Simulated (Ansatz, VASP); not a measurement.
# GaN: VASP beside Ansatz

File INCAR:

```
SYSTEM = GaN
PREC     = Accurate       ! precision mode
ENCUT    = 520            ! plane-wave cutoff, eV
EDIFF    = 1E-7           ! SCF threshold, eV
ISMEAR   = 0              ! smearing method
SIGMA    = 0.05           ! smearing width, eV
LREAL    = .FALSE.        ! projectors in reciprocal space
LASPH    = .TRUE.         ! aspherical terms in the spheres
NELM     = 60             ! most SCF steps
ALGO     = Normal         ! electronic algorithm
ISIF     = 2              ! what is computed and relaxed
LWAVE    = .FALSE.        ! write WAVECAR
LCHARG   = .FALSE.        ! write CHGCAR
GGA      = PE             ! functional
NBANDS   = 16             ! bands
```

File KPOINTS:

```
regular mesh
0
G
  10 10 10
  0 0 0
```

File POSCAR:

```
GaN
1.0
    0.0000000000      2.2535006075      2.2535006075
    2.2535006075      0.0000000000      2.2535006075
    2.2535006075      2.2535006075      0.0000000000
Ga N
1 1
Direct
    0.0000000000      0.0000000000      0.0000000000
    0.7500000000      0.7500000000      0.8088340296
```

Input for Ansatz:

```yaml
crystal:
  lattice:
    - [0.0, 2.2535006075, 2.2535006075]
    - [2.2535006075, 0.0, 2.2535006075]
    - [2.2535006075, 2.2535006075, 0.0]
  atoms:
    - { symbol: Ga, position: [0.0, 0.0, 0.0] }
    - { symbol: "N", position: [0.75, 0.75, 0.8088340296] }
basis:
  ecutwfc: 420
kpoints:
  mp_grid: { grid: [10, 10, 10] }
hamiltonian:
  xc: pbe
scf:
  occupations: { method: gaussian, width: 0.05 }
output:
  forces: true
  stress: true
  eigenvalues: true
```

Change from the starting cell: all N atoms moved +0.188 Å, as atom 2 along Cartesian [1 1 0].

Alike in both runs: task single point; functional PBE; k mesh 10 × 10 × 10; occupations gaussian, width 0.05 eV; no spin polarisation.

```csv
,VASP,Ansatz
version,VASP 6.6.1,Ansatz 0.2.0
potentials or method,"VASP PAW PBE potentials, release 64 (Ga_d, N), cutoff 520 eV","scalar-relativistic, plane waves, PAW"
valence electrons in the cell,18,18
```

|  | VASP | Ansatz | Ansatz less VASP |
| --- | --- | --- | --- |
| gap on the k mesh at the Fermi level (eV) | 1.47 | 1.46 | -0.004 |
| least direct gap on the mesh (eV) | 1.47 | 1.46 | -0.004 |
| pressure (GPa) | 8.5 | 8.6 | +0.11 |
| traceless stress, the component that is largest in VASP (GPa) | 8.55 | 8.79 | +0.234 |
| rms of the force components (eV/Å) | 1.508 | 1.536 | +0.0281 |

Atom by atom the forces differ by 0.028 eV/Å (rms over components).
